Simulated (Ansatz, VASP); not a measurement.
# SiB2: VASP beside Ansatz

```xyz
3
Lattice="2.8005 0.0000 0.0000 -1.4003 2.4253 0.0000 0.0000 0.0000 4.5354" Properties=species:S:1:pos:R:3 pbc="T T T"
Si    1.4003    0.8084    0.0000
B     0.0000    0.0000    1.4421
B     0.0000    0.0000    3.0933
```

Alike in both runs: functional PBE; k mesh 18 × 18 × 10; occupations gaussian, width 0.1 eV; no spin polarisation.

Ansatz relaxed the structure, and its values are those at the end. VASP's run is a single point on that final structure, the one shown.

```csv
,VASP,Ansatz
version,VASP 6.6.1,Ansatz 0.2.0
potentials or method,"VASP PAW PBE potentials, release 64 (Si, B), cutoff 520 eV","scalar-relativistic, plane waves, PAW"
valence electrons in the cell,10,10
```

VASP gave:

```
gap on the k mesh at the Fermi level (eV) : none
pressure (GPa)                            : -0.1
rms of the force components (eV/Å)        : 0.005
```

Task: Which values does Ansatz return?

Result: gap on the k mesh at the Fermi level (eV): none; pressure (GPa): 0.0; rms of the force components (eV/Å): 0.000.

A gap of «none» marks a metal or a gap that the smearing closes.
